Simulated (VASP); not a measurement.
# N in VASP: notebook

The runs below take N through single point, with PBEsol.

All numbers are computed with VASP 6.6.1; they aren't measurements. Logs are shortened: lines on timing, memory, paths and dates and some standing lists are left out, and cuts for length are marked.

**1. The cell of the first run**

The structure is orthorhombic, space group P2_12_12_1 (No. 19). The conventional cell has a = 5.649 Å, b = 5.649 Å, c = 5.762 Å, α = 90.00°, β = 90.00°, γ = 90.00°. N (site symmetry 1) has 12 N at 3.78 to 4.30 Å within 5.0 Å.

**2. Single point, PBEsol (zz strain of +2 %)**

The input, INCAR:

```
PREC     = Accurate       # precision mode
ENCUT    = 520            # plane-wave cutoff, eV
EDIFF    = 1E-7           # SCF threshold, eV
ISMEAR   = -1             # smearing method
SIGMA    = 0.02           # smearing width, eV
LREAL    = False          # projectors in reciprocal space
LASPH    = True           # aspherical terms in the spheres
NELM     = 100            # most SCF steps
ALGO     = Normal         # electronic algorithm
ISIF     = 2              # what is computed and relaxed
LWAVE    = False          # write WAVECAR
LCHARG   = False          # write CHGCAR
GGA      = PS             # functional
NBANDS   = 18             # bands
```

The input, KPOINTS:

```
regular mesh
0
Gamma
  4 4 4
```

The input, POSCAR:

```
N
1.0
    5.6490000000      0.0000000000      0.0000000000
    0.0000000000      5.6490000000      0.0000000000
    0.0000000000      0.0000000000      5.7619800000
N
4
Direct
    0.0300000000      0.0300000000      0.0300000000
    0.4700000000      0.9700000000      0.5300000000
    0.5300000000      0.4700000000      0.9700000000
    0.9700000000      0.5300000000      0.4700000000
```

Potentials or basis: VASP PAW PBE potentials, release 64 (N).

Command:

```bash
$ cat potpaw_PBE.64/N/POTCAR > POTCAR
$ mpirun -np 1 vasp_std > vasp.out
```

OUTCAR:

```text
PREC = Accurate
   ENCUT = 520
   EDIFF = 1E-7
   ISMEAR = -1
   LREAL = False
   LASPH = True
   NELM = 100
   ISIF = 2
   GGA = PS

 ion  position               nearest neighbor table
   1  0.030  0.030  0.030-
   2  0.470  0.970  0.530-
   3  0.530  0.470  0.970-
   4  0.970  0.530  0.470-

  LATTYP: Found a simple tetragonal cell.
 ALAT       =     5.6490000000
 C/A-ratio  =     1.0200000000

  Lattice vectors:

 A1 = (   5.6490000000,   0.0000000000,   0.0000000000)
 A2 = (   0.0000000000,   5.6490000000,   0.0000000000)
 A3 = (   0.0000000000,   0.0000000000,   5.7619800000)

Analysis of symmetry for initial positions (statically):
=====================================================================
 Subroutine PRICEL returns:
 Original cell was already a primitive cell.

 Routine SETGRP: Setting up the symmetry group for a
 simple tetragonal supercell.

 Subroutine GETGRP returns: Found  4 space group operations
 (whereof  1 operations were pure point group operations)
 out of a pool of 16 trial point group operations.

The static configuration has the point symmetry C_1 .
 The point group associated with its full space group is D_2 .

Analysis of symmetry for dynamics (positions and initial velocities):
=====================================================================
 Subroutine PRICEL returns:
 Original cell was already a primitive cell.

 Routine SETGRP: Setting up the symmetry group for a
 simple tetragonal supercell.

 Subroutine GETGRP returns: Found  4 space group operations
 (whereof  1 operations were pure point group operations)
 out of a pool of 16 trial point group operations.

The dynamic configuration has the point symmetry C_1 .
 The point group associated with its full space group is D_2 .

 Subroutine INISYM returns: Found  4 space group operations
 (whereof  1 operations are pure point group operations),
 and found     1 'primitive' translations

----------------------------------------------------------------------------------------

                                     Primitive cell

  volume of cell :     183.8717

  direct lattice vectors                    reciprocal lattice vectors
     5.649000000  0.000000000  0.000000000     0.177022482  0.000000000  0.000000000
     0.000000000  5.649000000  0.000000000     0.000000000  0.177022482  0.000000000
     0.000000000  0.000000000  5.761980000     0.000000000  0.000000000  0.173551453

  length of vectors
     5.649000000  5.649000000  5.761980000     0.177022482  0.177022482  0.173551453

  position of ions in fractional coordinates (direct lattice)
     0.030000000  0.030000000  0.030000000
     0.470000000  0.970000000  0.530000000
     0.530000000  0.470000000  0.970000000
     0.970000000  0.530000000  0.470000000

  ion indices of the primitive-cell ions
   primitive index   ion index
                 1           1
                 2           2
                 3           3
                 4           4

----------------------------------------------------------------------------------------

 KPOINTS: regular mesh

Automatic generation of k-mesh.
 Grid dimensions read from file:
 generate k-points for:    4    4    4

 Generating k-lattice:

  Cartesian coordinates                     Fractional coordinates (reciprocal lattice)
     0.044255620  0.000000000  0.000000000     0.250000000  0.000000000  0.000000000
     0.000000000  0.044255620  0.000000000     0.000000000  0.250000000  0.000000000
     0.000000000  0.000000000  0.043387863     0.000000000  0.000000000  0.250000000

  Length of vectors
     0.044255620  0.044255620  0.043387863

  Shift w.r.t. Gamma in fractional coordinates (k-lattice)
     0.000000000  0.000000000  0.000000000

 Subroutine IBZKPT returns following result:
 ===========================================

 Found     27 irreducible k-points:

 Following reciprocal coordinates:
            Coordinates               Weight
  0.000000  0.000000  0.000000      1.000000
  0.250000  0.000000  0.000000      2.000000
  0.000000  0.250000  0.000000      2.000000
  0.500000  0.000000  0.000000      1.000000
  0.000000  0.500000  0.000000      1.000000
  0.250000  0.250000  0.000000      4.000000
[... 16 lines left out ...]
  0.000000  0.500000  0.500000      1.000000
  0.250000  0.250000  0.500000      4.000000
 [... further k-points ...]
   k-points           NKPTS =     27   k-points in BZ     NKDIM =     27   number of bands    NBANDS=     18
   number of dos      NEDOS =    301   number of ions     NIONS =      4
   total plane-waves  NPLWV =  84672
   dimension x,y,z NGX =    42 NGY =   42 NGZ =   48
   dimension x,y,z NGXF=    84 NGYF=   84 NGZF=   96
   ions per type =               4
   NGX,Y,Z   is equivalent  to a cutoff of  12.36, 12.36, 13.85 a.u.
   NGXF,Y,Z  is equivalent  to a cutoff of  24.72, 24.72, 27.70 a.u.
 SYSTEM =  unknown system
   PREC   = accura    normal or accurate (medium, high low for compatibility)
   ISTART =      0    job   : 0-new  1-cont  2-samecut
   ICHARG =      2    charge: 1-file 2-atom 10-const
   ISPIN  =      1    spin polarized calculation?
   LNONCOLLINEAR =      F non collinear calculations
   LSORBIT =      F    spin-orbit coupling
   LASPH  =      T    aspherical Exc in radial PAW
   ENCUT  =  520.0 eV  38.22 Ry    6.18 a.u.  10.50 10.50 10.71*2*pi/ulx,y,z
   NELM   =    100;   NELMIN=  2; NELMDL= -5     # of ELM steps
   EDIFF  = 0.1E-06   stopping-criterion for ELM
   LREAL  =      F    real-space projection
   EDIFFG = 0.1E-05   stopping-criterion for IOM
   NSW    =      0    number of steps for IOM
   IBRION =     -1    ionic relax: 0-MD 1-quasi-New 2-CG
   NFREE  =      0    steps in history (QN), initial steepest desc. (CG)
   ISIF   =      2    stress and relaxation
   ISYM   =      2    0-nonsym 1-usesym 2-fastsym
   POTIM  = 0.5000    time-step for ionic-motion
   TEBEG  =    0.0;   TEEND  =   0.0 temperature during run
   PSTRESS=    0.0 pullay stress
   NELECT =      20.0000    total number of electrons
   NUPDOWN=      -1.0000    fix difference up-down
   EMIN   =  10.00;   EMAX   =-10.00  energy-range for DOS
   EFERMI =   0.00;   METHOD = LEGACY
   ISMEAR =    -1;   SIGMA  =   0.02  broadening in eV -4-tet -1-fermi 0-gaus
   EFERMI_NEDOS =   21; number of points for ismear=-14 and -15
   IALGO  =     38    algorithm
   IMIX   =      4    mixing-type and parameters
     AMIX     =   0.40;   BMIX     =  1.00
     AMIX_MAG =   1.60;   BMIX_MAG =  1.00
  volume/ion in A,a.u.               =      45.97       310.21
  Fermi-wavevector in a.u.,A,eV,Ry     =   0.781472  1.476767  8.309049  0.610698
  Thomas-Fermi vector in A             =   1.884996
   LORBIT       =      0    0 simple, 1 ext, 2 COOP (PROOUT), +10 PAW based schemes
   GGA     = PS    functional components
   LHFCALC =     F    Hartree Fock is set to
   AEXX    =    0.0000 exact exchange contribution
   IVDW    =     0    specifies the selected vdW correction
   LEPSILON=     F    determine dielectric tensor
   LRPA    =     F    only Hartree local field effects (RPA)
 non-spin polarized calculation
  energy-cutoff  :      520.00
  volume of cell :      183.87
 maximum number of plane-waves:      4972
   NGX = 21   NGY = 21   NGZ = 21

 number of electron      20.0000001 magnetization

 Free energy of the ion-electron system (eV)
  ---------------------------------------------------
  ext. energy  EPLUGINS =         0.00000000
  ---------------------------------------------------
  free energy    TOTEN  =        -2.46981057 eV

  energy without entropy =       -2.42974460  energy(sigma->0) =       -2.44977758

 E-fermi :  -5.4852     XC(G=0):  -5.0343

 val. band max:       -5.4854482289   @ k =   0.2500   0.0000   0.2500
 cond. band min:      -5.4850421375   @ k =   0.0000   0.0000   0.0000
 fundamental gap:      0.0004060914
 Fermi energy:        -5.4851626925

 k-point     1 :       0.0000    0.0000    0.0000
  band No.  band energies     occupation
      1     -17.1372      2.00000
      2     -16.9550      2.00000
      3     -16.9469      2.00000
      4     -16.9458      2.00000
      5      -5.9443      2.00000
      6      -5.9343      2.00000
[... 10 lines left out ...]
     17       0.8934      0.00000
     18       4.5266      0.00000

 k-point     2 :       0.2500    0.0000    0.0000
  band No.  band energies     occupation
      1     -17.1112      2.00000
      2     -16.9825      2.00000
      3     -16.9515      2.00000
      4     -16.9391      2.00000
      5      -5.8979      2.00000
      6      -5.8866      2.00000
[... 10 lines left out ...]
     17       1.2878      0.00000
     18       3.5834      0.00000

 k-point     3 :       0.0000    0.2500    0.0000
  band No.  band energies     occupation
      1     -17.1113      2.00000
      2     -16.9847      2.00000
      3     -16.9455      2.00000
      4     -16.9426      2.00000
      5      -5.8983      2.00000
      6      -5.8890      2.00000
[... 10 lines left out ...]
     17       1.2879      0.00000
     18       3.5835      0.00000

 k-point     4 :       0.5000    0.0000    0.0000
  band No.  band energies     occupation
      1     -17.0479      2.00000
      2     -17.0479      2.00000
      3     -16.9440      2.00000
      4     -16.9440      2.00000
      5      -5.7793      2.00000
      6      -5.7793      2.00000
[... 10 lines left out ...]
     17       2.2981      0.00000
     18       2.2981      0.00000

 k-point     5 :       0.0000    0.5000    0.0000
  band No.  band energies     occupation
      1     -17.0486      2.00000
      2     -17.0486      2.00000
      3     -16.9433      2.00000
      4     -16.9433      2.00000
      5      -5.7868      2.00000
      6      -5.7868      2.00000
[... 10 lines left out ...]
     17       2.2983      0.00000
     18       2.2983      0.00000

 k-point     6 :       0.2500    0.2500    0.0000
  band No.  band energies     occupation
      1     -17.0890      2.00000
      2     -16.9897      2.00000
      3     -16.9599      2.00000
      4     -16.9445      2.00000
      5      -5.8774      2.00000
      6      -5.8400      2.00000
[... 10 lines left out ...]
     17       1.6506      0.00000
     18       3.7699      0.00000

 k-point     7 :       0.5000    0.2500    0.0000
  band No.  band energies     occupation
      1     -17.0357      2.00000
      2     -17.0357      2.00000
      3     -16.9554      2.00000
      4     -16.9554      2.00000
      5      -5.8317      2.00000
      6      -5.8317      2.00000
[... 10 lines left out ...]
     17       2.6045      0.00000
     18       2.6045      0.00000

 k-point     8 :      -0.2500    0.5000    0.0000
  band No.  band energies     occupation
      1     -17.0362      2.00000
      2     -17.0362      2.00000
      3     -16.9549      2.00000
      4     -16.9549      2.00000
      5      -5.8334      2.00000
      6      -5.8334      2.00000
[... 10 lines left out ...]
     17       2.6029      0.00000
     18       2.6029      0.00000
[... 229 lines left out ...]
     17       2.2512      0.00000
     18       2.2512      0.00000

 k-point    20 :       0.2500    0.0000    0.5000
  band No.  band energies     occupation
      1     -17.0389      2.00000
      2     -17.0389      2.00000
      3     -16.9527      2.00000
      4     -16.9527      2.00000
      5      -5.8279      2.00000
      6      -5.8279      2.00000
[... 10 lines left out ...]
     17       2.5599      0.00000
     18       2.5599      0.00000

 k-point    21 :       0.0000    0.2500    0.5000
  band No.  band energies     occupation
      1     -17.0393      2.00000
      2     -17.0393      2.00000
      3     -16.9522      2.00000
      4     -16.9522      2.00000
      5      -5.8265      2.00000
      6      -5.8265      2.00000
[... 10 lines left out ...]
     17       2.5583      0.00000
     18       2.5583      0.00000

 k-point    22 :       0.5000    0.0000    0.5000
  band No.  band energies     occupation
      1     -17.0195      2.00000
      2     -17.0195      2.00000
      3     -16.9713      2.00000
      4     -16.9713      2.00000
      5      -5.8539      2.00000
      6      -5.8539      2.00000
[... 10 lines left out ...]
     17       3.3397      0.00000
     18       3.3397      0.00000

 k-point    23 :       0.0000    0.5000    0.5000
  band No.  band energies     occupation
      1     -17.0210      2.00000
      2     -17.0210      2.00000
      3     -16.9698      2.00000
      4     -16.9698      2.00000
      5      -5.8518      2.00000
      6      -5.8518      2.00000
[... 10 lines left out ...]
     17       3.3407      0.00000
     18       3.3408      0.00000

 k-point    24 :       0.2500    0.2500    0.5000
  band No.  band energies     occupation
      1     -17.0284      2.00000
      2     -17.0284      2.00000
      3     -16.9623      2.00000
      4     -16.9623      2.00000
      5      -5.9283      2.00000
      6      -5.9283      2.00000
[... 10 lines left out ...]
     17       2.8423      0.00000
     18       2.8423      0.00000

 [... further k-points ...]
[... 5 lines left out ...]
  --------------------------------------------------------------------------------------
  -------------------------------------------------------------------------------------
  Total       -4.5928096     -4.5865256     -4.3964123      0.0000000      0.0000000      0.0000000
  in kB      -40.0197279    -39.9649713    -38.3084079      0.0000000      0.0000000      0.0000000
  external PRESSURE =     -39.4310357 kB  Pullay stress =       0.0000000 kB

 VOLUME and BASIS-vectors are now :
 -----------------------------------------------------------------------------
  energy-cutoff  :      520.00
  volume of cell :      183.87
      direct lattice vectors                 reciprocal lattice vectors
     5.649000000  0.000000000  0.000000000     0.177022482  0.000000000  0.000000000
     0.000000000  5.649000000  0.000000000     0.000000000  0.177022482  0.000000000
     0.000000000  0.000000000  5.761980000     0.000000000  0.000000000  0.173551453

 POSITION                                       TOTAL-FORCE (eV/Angst)
 -----------------------------------------------------------------------------------
      0.16947      0.16947      0.17286         0.202480      0.247825      0.206390
      2.65503      5.47953      3.05385        -0.202480     -0.247825      0.206390
      2.99397      2.65503      5.58912         0.202480     -0.247825     -0.206390
      5.47953      2.99397      2.70813        -0.202480      0.247825     -0.206390
 -----------------------------------------------------------------------------------
    total drift:                                0.000000      0.000000      0.000000

  FREE ENERGIE OF THE ION-ELECTRON SYSTEM (eV)
  ---------------------------------------------------
  free  energy   TOTEN  =        -2.4698105725 eV

  energy  without entropy=       -2.4297445957  energy(sigma->0) =       -2.44977758
```

It took 63 s on 1 thread of Intel Xeon Platinum 8259CL at 2.50GHz (Skylake/Cascade Lake), shared host; peak memory 0.28 GiB.

What came out:

```
Free energy            : -2.4698 eV
Pressure               : -3.9 GPa
Largest force          : 0.381 eV/Å
Band gap on the k mesh : zero (bands 10 and 11 overlap by 0.15 eV)
```

Forces on the atoms (eV/Å):
```
N    0.202  0.248  0.206
N   -0.202 -0.248  0.206
N    0.202 -0.248 -0.206
N   -0.202  0.248 -0.206
```

Stress tensor (GPa, compression positive):
```
-4.00  0.00  0.00
 0.00 -4.00  0.00
 0.00  0.00 -3.83
```

Levels at points of the mesh, in eV from the Fermi level:
```csv
k point,band 8,band 9,band 10,band 11,band 12,band 13
"(0.00, 0.00, 0.00)",-0.04,-0.02,-0.01,0.00,0.02,0.06
"(0.50, 0.00, 0.00)",-0.25,-0.16,-0.16,0.02,0.02,0.13
"(0.00, 0.50, 0.00)",-0.24,-0.16,-0.16,0.02,0.02,0.13
"(0.50, 0.50, 0.00)",-0.31,-0.14,-0.14,0.00,0.00,0.18
"(0.00, 0.00, 0.50)",-0.25,-0.16,-0.16,0.02,0.02,0.14
"(0.50, 0.00, 0.50)",-0.30,-0.13,-0.13,0.00,0.00,0.17
"(0.00, 0.50, 0.50)",-0.30,-0.14,-0.14,0.00,0.00,0.17
"(0.50, 0.50, 0.50)",-0.54,0.15,0.15,0.15,0.15,0.17
```

Caveat: the cell differs from its parent crystal (zz strain of +2 %); the cell stands under tension; the PAW data sets were made with another functional, which shifts forces and pressure a little.

**3. Single point, PBEsol (42.36 Å³/atom)**

This run uses another cell than the first one, of 42.36 Å³/atom.

The input, INCAR:

```
SYSTEM = N
PREC = Accurate
ENCUT = 520
EDIFF = 1E-7
ISMEAR = -1
SIGMA = 0.02
LREAL = .FALSE.
LASPH = .TRUE.
NELM = 80
ALGO = Normal
ISIF = 2
LWAVE = .FALSE.
LCHARG = .TRUE.
GGA = PS
LELF = .TRUE.
LVHAR = .TRUE.
NBANDS = 18
```

The input, KPOINTS:

```
Automatic mesh
0
G
  4 4 4
  0 0 0
```

The input, POSCAR:

```
N
1.0
    5.5336819281      0.0000000000      0.0000000000
    0.0000000000      5.5336819281      0.0000000000
    0.0000000000      0.0000000000      5.5336819281
N
4
Direct
    0.0300000000      0.0300000000      0.0300000000
    0.4700000000      0.9700000000      0.5300000000
    0.5300000000      0.4700000000      0.9700000000
    0.9700000000      0.5300000000      0.4700000000
```

Potentials or basis: VASP PAW PBE potentials, release 64 (N).

Command:

```bash
$ cat potpaw_PBE.64/N/POTCAR > POTCAR
$ mpirun -np 1 vasp_std > vasp.out
```

Run time: 41 s. Hardware: 1 thread of Intel Xeon 8259CL, shared host; peak memory 0.25 GiB.

It converged, with:

| Quantity | Value |
| --- | --- |
| Free energy | -2.8574 eV |
| Pressure | -4.8 GPa |
| Largest force | 0.435 eV/Å |
| Band gap on the k mesh | zero (bands 10 and 11 overlap by 0.18 eV) |

Forces in eV/Å, atoms in the order of the input:
```
N    0.251  0.251  0.251
N   -0.251 -0.251  0.251
N    0.251 -0.251 -0.251
N   -0.251  0.251 -0.251
```

Levels at points of the mesh, in eV from the Fermi level:
```
           k point  band 6  band 7  band 8  band 9  band 10  band 11  band 12  band 13  band 14  band 15
(0.00, 0.00, 0.00)   -0.53   -0.53   -0.03   -0.03    -0.03     0.01     0.01     0.06     0.28     0.28
(0.50, 0.00, 0.00)   -0.35   -0.29   -0.29   -0.19    -0.19     0.02     0.02     0.15     0.15     0.17
(0.50, 0.50, 0.00)   -0.44   -0.36   -0.36   -0.16    -0.16     0.00     0.00     0.20     0.20     0.24
(0.50, 0.50, 0.50)   -0.63   -0.63   -0.63    0.18     0.18     0.18     0.18     0.20     0.20     0.20
```

Caveat: the cell stands under tension; the PAW data sets were made with another functional, which shifts forces and pressure a little.
